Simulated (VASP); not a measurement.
Rh: single point with PBEsol

Rh:

```
CELL_PARAMETERS angstrom
0.00000 1.89785 1.89785
1.89785 0.00000 1.89785
1.89785 1.89785 0.00000
ATOMIC_POSITIONS crystal
Rh 0.00000 0.00000 0.00000
```

```yaml
Program: VASP 6.6.1
Task: single point
Functional: PBEsol
Potentials_or_basis: VASP PAW PBE potentials, release 64 (Rh_pv)
Cutoff: 520 eV
k_mesh: 12 × 12 × 12
Occupations: gaussian, width 0.02 eV
Spin: no spin polarisation
Dipole_correction: no
Further_INCAR_settings: ALGO = Fast; EDIFF = 1e-07; NBANDS = 14
```

```
Pressure : -3.9 GPa
```

Levels at points of the mesh, in eV from the Fermi level:
| k point | band 4 | band 5 | band 6 | band 7 | band 8 | band 9 | band 10 | band 11 |
| --- | --- | --- | --- | --- | --- | --- | --- | --- |
| (0.00, 0.00, 0.00) | -8.15 | -3.19 | -3.19 | -3.19 | -1.06 | -1.06 | 15.88 | 20.26 |
| (0.50, 0.00, 0.00) | -6.27 | -3.26 | -3.26 | 0.52 | 0.52 | 0.60 | 8.59 | 15.39 |
| (0.50, 0.50, 0.00) | -6.46 | -6.09 | 0.50 | 0.94 | 0.94 | 3.13 | 12.24 | 13.21 |

Wall time 9 s on 1 thread of Intel Xeon 6975P-C (shared host), peak memory 0.13 GiB.

Caveat: the PAW data sets were made with another functional, which shifts forces and pressure a little.
